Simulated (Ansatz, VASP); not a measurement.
## Two plane-wave programs on SiNi

```xyz
8
Lattice="4.4264 0.0000 0.0000 0.0000 4.4264 0.0000 0.0000 0.0000 4.4264" Properties=species:S:1:pos:R:3 pbc="T T T"
Si    2.8913    0.6781    1.5351
Si    0.6781    1.5351    2.8913
Si    1.5351    2.8913    0.6781
Si    3.7483    3.7483    3.7483
Ni    1.5501    3.7633    2.8762
Ni    3.7633    2.8762    1.5501
Ni    2.8762    1.5501    3.7633
Ni    0.6630    0.6630    0.6630
```

Alike in both runs: functional PBE; k mesh 8 × 8 × 8; occupations gaussian, width 0.1 eV; no spin polarisation.

Ansatz relaxed the structure, and its values are those at the end. VASP's run is a single point on that final structure, the one shown.

|  | VASP | Ansatz |
| --- | --- | --- |
| version | VASP 6.6.1 | Ansatz 0.2.0 |
| potentials or method | VASP PAW PBE potentials, release 64 (Si, Ni), cutoff 600 eV | scalar-relativistic, plane waves, PAW |
| valence electrons in the cell | 56 | 88 |

|  | VASP | Ansatz | Ansatz less VASP |
| --- | --- | --- | --- |
| gap on the k mesh at the Fermi level (eV) | none | none | - |
| pressure (GPa) | 12.9 | 12.9 | +0.09 |

A gap of «none» marks a metal or a gap that the smearing closes. VASP's potentials hold 56 valence electrons a cell and Ansatz's 88, so a difference there can come from the potentials and not from the codes. Ansatz's warnings: stress scf threshold loose.
